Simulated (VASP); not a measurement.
# Sc (P6_3/mmc) in VASP: a series of runs, part 2 of 2

VASP 6.6.1.

### 3 Single point, PBE (Y replaced by Sc, lengths x 0.937, strained)

Input file INCAR:

```
PREC     = Accurate       # precision mode
ENCUT    = 520            # plane-wave cutoff, eV
EDIFF    = 1E-7           # SCF threshold, eV
ISMEAR   = 0              # smearing method
SIGMA    = 0.1            # smearing width, eV
LREAL    = F              # projectors in reciprocal space
LASPH    = T              # aspherical terms in the spheres
NELM     = 60             # most SCF steps
ALGO     = Fast           # electronic algorithm
ISIF     = 2              # what is computed and relaxed
LWAVE    = F              # write WAVECAR
LCHARG   = F              # write CHGCAR
GGA      = PE             # functional
NBANDS   = 18             # bands
```

Input file KPOINTS:

```
Automatic mesh
0
Gamma
  15 15 8
```

Input file POSCAR:

```
Sc
1.0
    3.2972134845      0.0000000000      0.0000000000
   -1.6486067422      2.8554706393      0.0000000000
    0.0000000000      0.0000000000      5.2705261222
Sc
2
Direct
    0.3333333333      0.6666666667      0.2500000000
    0.6666666667      0.3333333333      0.7500000000
```

Potentials or basis: VASP PAW PBE potentials, release 64 (Sc_sv).

Command:

```sh
> cat potpaw_PBE.64/Sc_sv/POTCAR > POTCAR
> mpirun -np 1 vasp_std > vasp.out
```

OUTCAR:

```text
PREC = Accurate
   ENCUT = 520
   EDIFF = 1E-7
   ISMEAR = 0
   LREAL = F
   LASPH = T
   NELM = 60
   ISIF = 2
   GGA = PE

 ion  position               nearest neighbor table
   1  0.333  0.667  0.250-   2 3.25   2 3.25   2 3.25   2 3.25   2 3.25   2 3.25
   2  0.667  0.333  0.750-   1 3.25   1 3.25   1 3.25   1 3.25   1 3.25   1 3.25

  LATTYP: Found a hexagonal cell.
 ALAT       =     3.2972134845
 C/A-ratio  =     1.5984788813

  Lattice vectors:

 A1 = (   3.2972134845,   0.0000000000,   0.0000000000)
 A2 = (  -1.6486067422,   2.8554706393,   0.0000000000)
 A3 = (   0.0000000000,   0.0000000000,   5.2705261222)

Analysis of symmetry for initial positions (statically):
=====================================================================
 Subroutine PRICEL returns:
 Original cell was already a primitive cell.

 Routine SETGRP: Setting up the symmetry group for a
 hexagonal supercell.

 Subroutine GETGRP returns: Found 24 space group operations
 (whereof 12 operations were pure point group operations)
 out of a pool of 24 trial point group operations.

The static configuration has the point symmetry D_3d.
 The point group associated with its full space group is D_6h.

Analysis of symmetry for dynamics (positions and initial velocities):
=====================================================================
 Subroutine PRICEL returns:
 Original cell was already a primitive cell.

 Routine SETGRP: Setting up the symmetry group for a
 hexagonal supercell.

 Subroutine GETGRP returns: Found 24 space group operations
 (whereof 12 operations were pure point group operations)
 out of a pool of 24 trial point group operations.

The dynamic configuration has the point symmetry D_3d.
 The point group associated with its full space group is D_6h.

 Subroutine INISYM returns: Found 24 space group operations
[... 112 lines left out ...]
   ISMEAR =     0;   SIGMA  =   0.10  broadening in eV -4-tet -1-fermi 0-gaus
   EFERMI_NEDOS =   21; number of points for ismear=-14 and -15
   IALGO  =     68    algorithm
   IMIX   =      4    mixing-type and parameters
     AMIX     =   0.40;   BMIX     =  1.00
     AMIX_MAG =   1.60;   BMIX_MAG =  1.00
  volume/ion in A,a.u.               =      24.81       167.43
  Fermi-wavevector in a.u.,A,eV,Ry     =   1.248311  2.358966 21.201693  1.558280
  Thomas-Fermi vector in A             =   2.382403
   LORBIT       =      0    0 simple, 1 ext, 2 COOP (PROOUT), +10 PAW based schemes
   GGA     = PE    functional components
   LHFCALC =     F    Hartree Fock is set to
   AEXX    =    0.0000 exact exchange contribution
   IVDW    =     0    specifies the selected vdW correction
   LEPSILON=     F    determine dielectric tensor
   LRPA    =     F    only Hartree local field effects (RPA)
 non-spin polarized calculation
 RMM-DIIS sequential band-by-band and
 Gauss-broadening in eV      SIGMA  =   0.10
  energy-cutoff  :      520.00
  volume of cell :       49.62
 maximum number of plane-waves:      1362
 NGX is ok and might be reduce to    28
   NGX = 13   NGY = 13   NGZ = 19

 number of electron      22.0000000 magnetization

 Free energy of the ion-electron system (eV)
  ---------------------------------------------------
  ext. energy  EPLUGINS =         0.00000000
  ---------------------------------------------------
  free energy    TOTEN  =       -12.50240822 eV

  energy without entropy =      -12.48018217  energy(sigma->0) =      -12.49129519

 E-fermi :   3.6469     XC(G=0):  -9.8516

 val. band max:        3.6458430199   @ k =   0.1333   0.0667   0.1250
 cond. band min:       3.6517489568   @ k =   0.3333   0.0667   0.1250
 fundamental gap:      0.0059059369
 Fermi energy:         3.6469454369

 k-point     1 :       0.0000    0.0000    0.0000
  band No.  band energies     occupation
      1     -45.7939      2.00000
      2     -45.7315      2.00000
      3     -24.6036      2.00000
      4     -24.2731      2.00000
      5     -24.2731      2.00000
      6     -24.2163      2.00000
[... 481 lines left out ...]
      5     -24.4061      2.00000
      6     -24.4012      2.00000
[... 10 lines left out ...]
     17       7.3747      0.00000
     18       7.4185      0.00000

 [... further k-points ...]

------------------------ aborting loop because EDIFF is reached ----------------------------------------

  FORCE on cell =-STRESS in cart. coord.  units (eV):
  Direction    XX          YY          ZZ          XY          YZ          ZX
  --------------------------------------------------------------------------------------
  -------------------------------------------------------------------------------------
  Total        0.1163884      0.1163884     -0.4918639      0.0000000      0.0000000      0.0000000
  in kB        3.7578683      3.7578683    -15.8809628      0.0000000      0.0000000      0.0000000
  external PRESSURE =      -2.7884088 kB  Pullay stress =       0.0000000 kB

 VOLUME and BASIS-vectors are now :
 -----------------------------------------------------------------------------
  energy-cutoff  :      520.00
  volume of cell :       49.62
      direct lattice vectors                 reciprocal lattice vectors
     3.297213484  0.000000000  0.000000000     0.303286398  0.175102483  0.000000000
    -1.648606742  2.855470639  0.000000000     0.000000000  0.350204967  0.000000000
     0.000000000  0.000000000  5.270526122     0.000000000  0.000000000  0.189734379

 POSITION                                       TOTAL-FORCE (eV/Angst)
 -----------------------------------------------------------------------------------
     -0.00000      1.90365      1.31763         0.000000     -0.000000      0.000000
      1.64861      0.95182      3.95289        -0.000000      0.000000      0.000000
 -----------------------------------------------------------------------------------
    total drift:                               -0.000000      0.000000     -0.000000

  FREE ENERGIE OF THE ION-ELECTRON SYSTEM (eV)
  ---------------------------------------------------
  free  energy   TOTEN  =       -12.5024082187 eV

  energy  without entropy=      -12.4801821711  energy(sigma->0) =      -12.49129519
```

stdout:

```text
POSCAR found type information on POSCAR Sc
 POSCAR found :  1 types and       2 ions
 scaLAPACK will be used
 LDA part: xc-table for (Slater+PW92), standard interpolation
 POSCAR, INCAR and KPOINTS ok, starting setup
 FFT: planning ... GRIDC
 FFT: planning ... GRID_SOFT
 FFT: planning ... GRID
 WAVECAR not read
 entering main loop
```

It took 2.4 min on 1 thread of Intel Xeon Platinum 8488C (Sapphire Rapids), shared host; peak memory 0.24 GiB.

What came out:

```
Free energy            : -12.5024 eV
Pressure               : -0.3 GPa
Band gap on the k mesh : zero (band 11 reaches 4.52 eV, above the bottom of band 12 at 3.19 eV)
```

Levels at points of the mesh, in eV from the Fermi level:
```tsv
k point	band 9	band 10	band 11	band 12	band 13	band 14
(0.00, 0.00, 0.00)	-5.12	-1.68	0.41	1.60	1.60	1.70
(0.00, 0.00, 0.50)	-3.64	-3.64	0.88	0.88	1.55	1.55
```

Caveat: the cell differs from its parent crystal (Y replaced by Sc, lengths x 0.937, strained).
